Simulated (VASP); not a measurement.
Wanted: the native input for a VASP 6.6.1 run.

* Task: single point
* Functional: r2SCAN
* Potentials or basis: VASP PAW PBE potentials, release 64 (Ca_sv)
* Cutoff: 520 eV
* k mesh: 14 × 14 × 14
* Occupations: gaussian, width 0.1 eV
* Spin: no spin polarisation
* Dipole correction: no
* Further INCAR settings: ALGO = Normal; EDIFF = 1e-06; NBANDS = 11

The system is Ca.

```
CELL_PARAMETERS angstrom
0.00000 2.78441 2.78441
2.78441 0.00000 2.78441
2.78441 2.78441 0.00000
ATOMIC_POSITIONS crystal
Ca 0.00000 0.00000 0.00000
```

The input as run:

POSCAR

```
Ca
1.0
    0.0000000000      2.7844090201      2.7844090201
    2.7844090201      0.0000000000      2.7844090201
    2.7844090201      2.7844090201      0.0000000000
Ca
1
Direct
    0.0000000000      0.0000000000      0.0000000000
```

INCAR.step1

```
SYSTEM = Ca
PREC = Accurate
ENCUT = 520
ISMEAR = 0
SIGMA = 0.1
LREAL = .False.
LASPH = .True.
NELM = 60
NBANDS = 11
GGA = PE
ALGO = Normal
EDIFF = 1E-4
LWAVE = .True.
LCHARG = .False.
```

INCAR.step2

```
SYSTEM = Ca
PREC = Accurate
ENCUT = 520
EDIFF = 1E-6
ISMEAR = 0
SIGMA = 0.1
LREAL = .False.
LASPH = .True.
NELM = 60
ALGO = Normal
ISIF = 2
LWAVE = .False.
LCHARG = .False.
METAGGA = R2SCAN
LMIXTAU = .True.
NBANDS = 11
ISTART = 1
```

KPOINTS

```
regular mesh
0
Gamma
  14 14 14
  0 0 0
```

Potentials or basis: VASP PAW PBE potentials, release 64 (Ca_sv).

The run is started by

```sh
$ cat potpaw_PBE.64/Ca_sv/POTCAR > POTCAR
$ cp INCAR.step1 INCAR
$ mpirun -np 1 vasp_std > vasp.out
$ cp INCAR.step2 INCAR
$ mpirun -np 1 vasp_std > vasp.out
```

Results of the run:

The pressure is 0.0 GPa and the band gap on the k mesh is zero (bands 5 and 6 overlap by 0.52 eV).

Caveat: the PAW data sets were made with another functional, which shifts forces and pressure a little.

Wall time 82 s on 1 thread of Intel(R) Xeon(R) 6975P-C (Granite Rapids), on a shared host, peak memory 0.2 GiB.
